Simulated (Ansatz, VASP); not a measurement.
## NaH: VASP beside Ansatz

```xyz
2
Lattice="0.0000 2.3975 2.3975 2.3975 0.0000 2.3975 2.3975 2.3975 0.0000" Properties=species:S:1:pos:R:3 pbc="T T T"
Na    0.0000    0.0000    0.0000
H     2.3975    2.3975    2.3975
```

Alike in both runs: task single point; functional PBE; k mesh 6 × 6 × 6; occupations gaussian, width 0.5 eV; no spin polarisation.

|  | VASP | Ansatz |
| --- | --- | --- |
| version | VASP 6.6.1 | Ansatz 0.2.0 |
| potentials or method | VASP PAW PBE potentials, release 64 (Na_pv, H) | plane waves |
| plane-wave cutoff (eV) | 520 | 420 |
| valence electrons in the cell | 8 | 10 |

VASP gave:

| Property | Result |
| --- | --- |
| pressure (GPa) | 0.5 |

Estimate Ansatz's values.

pressure (GPa): 0.6.

VASP's potentials hold 8 valence electrons a cell and Ansatz's 10, so a difference there can come from the potentials and not from the codes.
